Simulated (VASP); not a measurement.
## SrTl: electric field gradients with LDA

Crystal: SrTl.

```xyz
2
Lattice="4.0320 -0.0202 -0.0202 -0.0202 4.0320 -0.0202 -0.0202 -0.0202 4.0320" Properties=species:S:1:pos:R:3 pbc="T T T"
Sr    0.0000    0.0000    0.0000
Tl    1.9958    1.9958    1.9958
```

This cell differs from its parent crystal: equal xy, yz and zx shear strains of -1 %.

- Program: VASP 6.6.1
- Task: electric field gradients
- Functional: LDA
- Potentials or basis: VASP PAW LDA potentials, release 64 (Sr_sv, Tl_d)
- Cutoff: 520 eV
- k mesh: 8 × 8 × 8
- Occupations: fermi-dirac, width 0.05 eV
- Spin: no spin polarisation
- Dipole correction: no
- Further INCAR settings: ALGO = Normal; EDIFF = 1e-08; NBANDS = 18

```json
{"Pressure": "-1.8 GPa", "Band gap on the k mesh": "zero (an odd number of electrons rules out a gap without spin polarisation)", "Largest electric field gradient by atom": "Sr -1.6; Tl -3.2 V/Å²"}
```

Stress tensor (GPa, compression positive):
```
-1.76  0.22  0.22
 0.22 -1.76  0.22
 0.22  0.22 -1.76
```

Levels at points of the mesh, in eV from the Fermi level:
```tsv
k point	band 10	band 11	band 12	band 13	band 14	band 15
(0.00, 0.00, 0.00)	-7.90	1.23	1.23	2.87	2.89	2.89
(0.50, 0.00, 0.00)	-6.38	-2.98	1.54	1.54	1.67	5.02
(0.50, 0.50, 0.00)	-5.99	-0.82	-0.75	0.94	3.68	3.70
(0.50, 0.50, 0.50)	-4.72	-1.46	-1.46	-1.42	4.38	4.38
```

Electric field gradients, principal values (V/Å²):
| atom | least | middle | greatest (by size) |
| --- | --- | --- | --- |
| 1 Sr | 0.796 | 0.796 | -1.591 |
| 2 Tl | 1.597 | 1.597 | -3.193 |

Run time: 75 s on 1 thread of Intel Xeon 8259CL, on a shared host, peak memory 0.21 GiB.

Caveat: the cell differs from its parent crystal (equal xy, yz and zx shear strains of -1 %); without QUAD_EFG the Cq values of the log hold for a quadrupole moment of 1 mb, not for the nuclei; spin-orbit coupling is left out, which moves the levels of the heavy elements.
